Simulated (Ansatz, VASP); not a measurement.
# Two plane-wave programs on In2Te2O

```
In Te O
1.0
     4.50335    0.00000    0.00000
    -2.25167    3.90001    0.00000
     0.00000    0.00000    7.25599
In Te O
2 2 1
Direct
  0.66667 0.33333 0.35381
  0.33333 0.66667 0.64619
  0.66667 0.33333 0.81820
  0.33333 0.66667 0.18180
  0.00000 0.00000 0.00000
```

Change from the starting cell: species swapped into the YbMn2Sb2 type (P-3m1, No. 164).

Alike in both runs: functional PBE; k mesh 6 × 6 × 4; occupations gaussian, width 0.1 eV; no spin polarisation.

Ansatz relaxed the structure, and its values are those at the end. VASP's run is a single point on that final structure, the one shown.

```csv
,VASP,Ansatz
version,VASP 6.6.1,Ansatz 0.2.0
potentials or method,"VASP PAW PBE potentials, release 64 (In_d, Te, O), cutoff 520 eV","scalar-relativistic, plane waves, PAW"
valence electrons in the cell,44,64
```

Ansatz gave:

- gap on the k mesh at the Fermi level (eV): none
- pressure (GPa): 0.0
- rms of the force components (eV/Å): 0.002

Q: Estimate VASP's values.

A: gap on the k mesh at the Fermi level (eV): none; pressure (GPa): -0.1; rms of the force components (eV/Å): 0.006.

A gap of «none» marks a metal or a gap that the smearing closes. VASP's potentials hold 44 valence electrons a cell and Ansatz's 64, so a difference there can come from the potentials and not from the codes.

Spin-orbit coupling is off throughout.
